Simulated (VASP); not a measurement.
# Sr (Im-3m) in VASP: further runs

Aim: see how the results for Sr move with the level of theory and the settings. Levels: LDA, PBE. Tasks: single point.

All numbers are computed with VASP 6.6.1; they aren't measurements. Logs are shortened: lines on timing, memory, paths and dates and some standing lists are left out, and cuts for length are marked.

### Step 1. The cell of the first run

Symmetry: Im-3m, No. 229, cubic system. Conventional cell: a = 4.850 Å, b = 4.850 Å, c = 4.850 Å, α = 90.00°, β = 90.00°, γ = 90.00°. Sr (site symmetry m-3m) has 14 Sr at 4.20 to 4.85 Å within 5.5 Å.

This isn't the form of Sr at room conditions, which is fcc.

### Step 2. Single point, LDA

Contents of INCAR:

```
SYSTEM = Sr
ALGO = Normal ; EDIFF = 1E-7
ENCUT = 520 ; ISIF = 2
ISMEAR = -1 ; LASPH = .True.
LCHARG = .False. ; LREAL = .False.
LWAVE = .False. ; NBANDS = 11
NELM = 60 ; PREC = Accurate
SIGMA = 0.05
```

Contents of KPOINTS:

```
k-points
0
Gamma
  12 12 12
  0 0 0
```

Contents of POSCAR:

```
Sr
1.0
   -2.4250000000      2.4250000000      2.4250000000
    2.4250000000     -2.4250000000      2.4250000000
    2.4250000000      2.4250000000     -2.4250000000
Sr
1
Direct
    0.0000000000      0.0000000000      0.0000000000
```

Potentials or basis: VASP PAW LDA potentials, release 64 (Sr_sv).

On the command line:

```console
> cat potpaw_LDA.64/Sr_sv/POTCAR > POTCAR
> mpirun -np 1 vasp_std > vasp.out
```

OUTCAR:

```text
SYSTEM = Sr
   EDIFF = 1E-7
   ENCUT = 520
   ISIF = 2
   ISMEAR = -1
   LASPH = .True.
   LREAL = .False.
   NELM = 60
   PREC = Accurate

 ion  position               nearest neighbor table
   1  0.000  0.000  0.000-

  LATTYP: Found a body centered cubic cell.
 ALAT       =     4.8500000000

  Lattice vectors:

 A1 = (  -2.4250000000,   2.4250000000,   2.4250000000)
 A2 = (   2.4250000000,  -2.4250000000,   2.4250000000)
 A3 = (   2.4250000000,   2.4250000000,  -2.4250000000)

Analysis of symmetry for initial positions (statically):
=====================================================================
 Subroutine PRICEL returns:
 Original cell was already a primitive cell.

 Routine SETGRP: Setting up the symmetry group for a
 body centered cubic supercell.

 Subroutine GETGRP returns: Found 48 space group operations
 (whereof 48 operations were pure point group operations)
 out of a pool of 48 trial point group operations.

The static configuration has the point symmetry O_h .

Analysis of symmetry for dynamics (positions and initial velocities):
=====================================================================
 Subroutine PRICEL returns:
 Original cell was already a primitive cell.

 Routine SETGRP: Setting up the symmetry group for a
 body centered cubic supercell.

 Subroutine GETGRP returns: Found 48 space group operations
 (whereof 48 operations were pure point group operations)
 out of a pool of 48 trial point group operations.

The dynamic configuration has the point symmetry O_h .

 Subroutine INISYM returns: Found 48 space group operations
 (whereof 48 operations are pure point group operations),
 and found     1 'primitive' translations

----------------------------------------------------------------------------------------

                                     Primitive cell

  volume of cell :      57.0421

  direct lattice vectors                    reciprocal lattice vectors
    -2.425000000  2.425000000  2.425000000     0.000000000  0.206185567  0.206185567
     2.425000000 -2.425000000  2.425000000     0.206185567  0.000000000  0.206185567
     2.425000000  2.425000000 -2.425000000     0.206185567  0.206185567  0.000000000

  length of vectors
     4.200223208  4.200223208  4.200223208     0.291590425  0.291590425  0.291590425

  position of ions in fractional coordinates (direct lattice)
     0.000000000  0.000000000  0.000000000

  ion indices of the primitive-cell ions
   primitive index   ion index
                 1           1

----------------------------------------------------------------------------------------

 KPOINTS: k-points

Automatic generation of k-mesh.
 Grid dimensions read from file:
 generate k-points for:   12   12   12

 Generating k-lattice:

  Cartesian coordinates                     Fractional coordinates (reciprocal lattice)
     0.000000000  0.017182131  0.017182131     0.083333333  0.000000000  0.000000000
     0.017182131  0.000000000  0.017182131     0.000000000  0.083333333  0.000000000
     0.017182131  0.017182131  0.000000000     0.000000000  0.000000000  0.083333333

  Length of vectors
     0.024299202  0.024299202  0.024299202

  Shift w.r.t. Gamma in fractional coordinates (k-lattice)
     0.000000000  0.000000000  0.000000000

 Subroutine IBZKPT returns following result:
 ===========================================

 Found     72 irreducible k-points:

 Following reciprocal coordinates:
            Coordinates               Weight
  0.000000  0.000000  0.000000      1.000000
  0.083333  0.000000  0.000000     12.000000
  0.166667  0.000000  0.000000     12.000000
  0.250000  0.000000  0.000000     12.000000
  0.333333  0.000000  0.000000     12.000000
  0.416667  0.000000  0.000000     12.000000
[... 16 lines left out ...]
  0.333333  0.083333  0.083333     24.000000
  0.416667  0.083333  0.083333     12.000000
 [... further k-points ...]
   k-points           NKPTS =     72   k-points in BZ     NKDIM =     72   number of bands    NBANDS=     11
   number of dos      NEDOS =    301   number of ions     NIONS =      1
   total plane-waves  NPLWV =  32768
   dimension x,y,z NGX =    32 NGY =   32 NGZ =   32
   dimension x,y,z NGXF=    64 NGYF=   64 NGZF=   64
   ions per type =               1
   NGX,Y,Z   is equivalent  to a cutoff of  12.67, 12.67, 12.67 a.u.
   NGXF,Y,Z  is equivalent  to a cutoff of  25.33, 25.33, 25.33 a.u.
 SYSTEM =  Sr
   PREC   = accura    normal or accurate (medium, high low for compatibility)
   ISTART =      0    job   : 0-new  1-cont  2-samecut
   ICHARG =      2    charge: 1-file 2-atom 10-const
   ISPIN  =      1    spin polarized calculation?
   LNONCOLLINEAR =      F non collinear calculations
   LSORBIT =      F    spin-orbit coupling
   LASPH  =      T    aspherical Exc in radial PAW
   ENCUT  =  520.0 eV  38.22 Ry    6.18 a.u.   7.81  7.81  7.81*2*pi/ulx,y,z
   NELM   =     60;   NELMIN=  2; NELMDL= -5     # of ELM steps
   EDIFF  = 0.1E-06   stopping-criterion for ELM
   LREAL  =      F    real-space projection
   EDIFFG = 0.1E-05   stopping-criterion for IOM
   NSW    =      0    number of steps for IOM
   IBRION =     -1    ionic relax: 0-MD 1-quasi-New 2-CG
   NFREE  =      0    steps in history (QN), initial steepest desc. (CG)
   ISIF   =      2    stress and relaxation
   ISYM   =      2    0-nonsym 1-usesym 2-fastsym
   POTIM  = 0.5000    time-step for ionic-motion
   TEBEG  =    0.0;   TEEND  =   0.0 temperature during run
   PSTRESS=    0.0 pullay stress
   NELECT =      10.0000    total number of electrons
   NUPDOWN=      -1.0000    fix difference up-down
   EMIN   =  10.00;   EMAX   =-10.00  energy-range for DOS
   EFERMI =   0.00;   METHOD = LEGACY
   ISMEAR =    -1;   SIGMA  =   0.05  broadening in eV -4-tet -1-fermi 0-gaus
   EFERMI_NEDOS =   21; number of points for ismear=-14 and -15
   IALGO  =     38    algorithm
   IMIX   =      4    mixing-type and parameters
     AMIX     =   0.40;   BMIX     =  1.00
     AMIX_MAG =   1.60;   BMIX_MAG =  1.00
  volume/ion in A,a.u.               =      57.04       384.94
  Fermi-wavevector in a.u.,A,eV,Ry     =   0.916241  1.731445 11.422060  0.839498
  Thomas-Fermi vector in A             =   2.041074
   LORBIT       =      0    0 simple, 1 ext, 2 COOP (PROOUT), +10 PAW based schemes
   GGA     = CA    functional components
   LHFCALC =     F    Hartree Fock is set to
   AEXX    =    0.0000 exact exchange contribution
   IVDW    =     0    specifies the selected vdW correction
   LEPSILON=     F    determine dielectric tensor
   LRPA    =     F    only Hartree local field effects (RPA)
 non-spin polarized calculation
  energy-cutoff  :      520.00
  volume of cell :       57.04
 maximum number of plane-waves:      1566
   NGX = 15   NGY = 15   NGZ = 15

 number of electron      10.0000000 magnetization

 Free energy of the ion-electron system (eV)
  ---------------------------------------------------
  ext. energy  EPLUGINS =         0.00000000
  ---------------------------------------------------
  free energy    TOTEN  =        -1.84206359 eV

  energy without entropy =       -1.83141864  energy(sigma->0) =       -1.83674111

 E-fermi :   1.3202     XC(G=0):  -7.4423

 val. band max:        1.3085976380   @ k =   0.5000   0.5000   0.3333
 cond. band min:       1.3268840017   @ k =  -0.4167  -0.4167   0.1667
 fundamental gap:      0.0182863637
 Fermi energy:         1.3202353575

 k-point     1 :       0.0000    0.0000    0.0000
  band No.  band energies     occupation
      1     -35.2304      2.00000
      2     -17.2175      2.00000
      3     -17.2175      2.00000
      4     -17.2175      2.00000
      5      -2.3001      2.00000
      6       3.5121      0.00000
      7       3.5121      0.00000
      8       3.5121      0.00000
      9       4.8153      0.00000
     10       4.8153      0.00000
     11       9.3074      0.00000

 k-point     2 :       0.0833    0.0000    0.0000
  band No.  band energies     occupation
      1     -35.2295      2.00000
      2     -17.2298      2.00000
      3     -17.2216      2.00000
      4     -17.2175      2.00000
      5      -2.1850      2.00000
      6       3.4149      0.00000
      7       3.4464      0.00000
      8       3.6222      0.00000
      9       4.6735      0.00000
     10       4.8112      0.00000
     11       9.4194      0.00000

 k-point     3 :       0.1667    0.0000    0.0000
  band No.  band energies     occupation
      1     -35.2271      2.00000
      2     -17.2632      2.00000
      3     -17.2327      2.00000
      4     -17.2174      2.00000
      5      -1.8502      2.00000
      6       3.1620      0.00000
      7       3.1753      0.00000
      8       3.9479      0.00000
      9       4.5217      0.00000
     10       4.8187      0.00000
     11       9.5083      0.00000

 k-point     4 :       0.2500    0.0000    0.0000
  band No.  band energies     occupation
      1     -35.2238      2.00000
      2     -17.3082      2.00000
      3     -17.2478      2.00000
      4     -17.2174      2.00000
      5      -1.3292      2.00000
      6       2.6780      0.00000
      7       2.8934      0.00000
      8       4.4743      0.00000
      9       4.5681      0.00000
     10       4.8760      0.00000
     11       8.8447      0.00000

 k-point     5 :       0.3333    0.0000    0.0000
  band No.  band energies     occupation
      1     -35.2205      2.00000
      2     -17.3525      2.00000
      3     -17.2628      2.00000
      4     -17.2173      2.00000
      5      -0.6866      2.00000
      6       2.1778      0.00000
      7       2.6484      0.00000
      8       4.6647      0.00000
      9       5.0032      0.00000
     10       5.1694      0.00000
     11       7.7369      0.00000
[... 211 lines left out ...]
 k-point    21 :       0.1667    0.0833    0.0833
  band No.  band energies     occupation
      1     -35.2228      2.00000
      2     -17.3220      2.00000
      3     -17.2428      2.00000
      4     -17.2273      2.00000
      5      -1.1240      2.00000
      6       2.5492      0.00000
      7       2.6640      0.00000
      8       4.7066      0.00000
      9       4.7731      0.00000
     10       4.9048      0.00000
     11       8.5879      0.00000

 k-point    22 :       0.2500    0.0833    0.0833
  band No.  band energies     occupation
      1     -35.2199      2.00000
      2     -17.3542      2.00000
      3     -17.2626      2.00000
      4     -17.2281      2.00000
      5      -0.4847      2.00000
      6       2.1213      0.00000
      7       2.4380      0.00000
      8       4.7879      0.00000
      9       5.0695      0.00000
     10       5.3835      0.00000
     11       7.3607      0.00000

 k-point    23 :       0.3333    0.0833    0.0833
  band No.  band energies     occupation
      1     -35.2177      2.00000
      2     -17.3760      2.00000
      3     -17.2786      2.00000
      4     -17.2286      2.00000
      5       0.1655      2.00000
      6       1.7376      0.00047
      7       2.2971      0.00000
      8       4.7629      0.00000
      9       5.2110      0.00000
     10       5.9418      0.00000
     11       6.6679      0.00000

 k-point    24 :       0.4167    0.0833    0.0833
  band No.  band energies     occupation
      1     -35.2170      2.00000
      2     -17.3838      2.00000
      3     -17.2846      2.00000
      4     -17.2289      2.00000
      5       0.5161      2.00000
      6       1.5203      0.03594
      7       2.2493      0.00000
      8       4.6807      0.00000
      9       5.2746      0.00000
     10       6.1178      0.00000
     11       6.6014      0.00000

 [... further k-points ...]

------------------------ aborting loop because EDIFF is reached ----------------------------------------

  FORCE on cell =-STRESS in cart. coord.  units (eV):
  Direction    XX          YY          ZZ          XY          YZ          ZX
  --------------------------------------------------------------------------------------
  -------------------------------------------------------------------------------------
  Total       -0.6560671     -0.6560671     -0.6560671     -0.0000000     -0.0000000      0.0000000
  in kB      -18.4273814    -18.4273814    -18.4273814     -0.0000000     -0.0000000      0.0000000
  external PRESSURE =     -18.4273814 kB  Pullay stress =       0.0000000 kB

 VOLUME and BASIS-vectors are now :
 -----------------------------------------------------------------------------
  energy-cutoff  :      520.00
  volume of cell :       57.04
      direct lattice vectors                 reciprocal lattice vectors
    -2.425000000  2.425000000  2.425000000     0.000000000  0.206185567  0.206185567
     2.425000000 -2.425000000  2.425000000     0.206185567  0.000000000  0.206185567
     2.425000000  2.425000000 -2.425000000     0.206185567  0.206185567  0.000000000

 POSITION                                       TOTAL-FORCE (eV/Angst)
 -----------------------------------------------------------------------------------
      0.00000      0.00000      0.00000        -0.000000     -0.000000      0.000000
 -----------------------------------------------------------------------------------
    total drift:                               -0.000000      0.000000     -0.000000

  FREE ENERGIE OF THE ION-ELECTRON SYSTEM (eV)
  ---------------------------------------------------
  free  energy   TOTEN  =        -1.8420635884 eV

  energy  without entropy=       -1.8314186394  energy(sigma->0) =       -1.83674111
```

Run time: 25 s. Hardware: 1 thread of Intel Xeon Platinum 8488C (Sapphire Rapids), shared host; peak memory 0.17 GiB.

Results:

```yaml
Free_energy: -1.8421 eV
Pressure: -1.8 GPa
Band_gap_on_the_k_mesh: zero (bands 5 and 6 overlap by 0.44 eV)
```

Levels at points of the mesh, in eV from the Fermi level:
| k point | band 3 | band 4 | band 5 | band 6 | band 7 | band 8 |
| --- | --- | --- | --- | --- | --- | --- |
| (0.00, 0.00, 0.00) | -18.54 | -18.54 | -3.62 | 2.19 | 2.19 | 2.19 |
| (0.50, 0.00, 0.00) | -18.60 | -18.54 | -1.04 | 0.22 | 1.11 | 3.27 |
| (0.50, 0.50, 0.50) | -18.67 | -18.67 | -0.13 | -0.13 | 3.46 | 3.46 |

(Continued in part 2 of 2.)
